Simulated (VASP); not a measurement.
Set up this calculation in VASP 6.6.1, as the native input.

```
Task                   : relaxation of cell and atoms
Functional             : LDA
Potentials or basis    : VASP PAW LDA potentials, release 64 (Al)
Cutoff                 : 600 eV
k mesh                 : 18 × 18 × 10
Occupations            : fermi-dirac, width 0.15 eV
Spin                   : no spin polarisation
Target pressure        : 35 GPa
Dipole correction      : no
Further INCAR settings : ALGO = Normal; EDIFF = 1e-07; IBRION = 2; EDIFFG = -0.001; NSW = 80; ISIF = 3
```

The structure of Al lies in POSCAR:

```
Al
1.0
    2.6766950734      0.0000000000      0.0000000000
   -1.3383475367      2.3180859317      0.0000000000
    0.0000000000      0.0000000000      4.3883658606
Al
2
Direct
    0.6666666667      0.3333333333      0.7500000000
    0.3333333333      0.6666666667      0.2500000000
```

This isn't the form of Al at room conditions, which is fcc.

One way to write it, as run:

INCAR

```
  PREC = Accurate
  ENCUT = 600
  EDIFF = 1E-7
  ISMEAR = -1
  SIGMA = 0.15
  LREAL = False
  LASPH = True
  NELM = 60
  ALGO = Normal
  ISIF = 3
  LWAVE = False
  LCHARG = False
  GGA = CA
  IBRION = 2
  NSW = 80
  EDIFFG = -0.001
  PSTRESS = 350.0
```

KPOINTS

```
Automatic mesh
0
Gamma
  18 18 10
```

Potentials or basis: VASP PAW LDA potentials, release 64 (Al).

The run is started by

```bash
$ cat potpaw_LDA.64/Al/POTCAR > POTCAR
$ mpirun -np 1 vasp_std > vasp.out
```

Results of the run:

```json
{
  "Relaxed volume": "12.42 Å³/atom",
  "Relaxed cell": "a = 2.597 Å, b = 2.597 Å, c = 4.250 Å, α = 90.00°, β = 90.00°, γ = 120.00°",
  "Space group after relaxing (to 0.1 Å)": "P6_3/mmc (No. 194)",
  "Energy change on relaxing (the run minimises the enthalpy)": "+194.7 meV/atom",
  "Ionic steps": "9",
  "Pressure after relaxing": "35.0 GPa",
  "Band gap on the k mesh": "zero (bands 3 and 4 overlap by 8.24 eV)"
}
```

Caveat: the cell is relaxed towards a set pressure, so the run minimises the enthalpy, not the energy.

Wall time 2.1 min on 1 thread of Intel Xeon 8259CL, with other jobs on the host, peak memory 0.17 GiB.
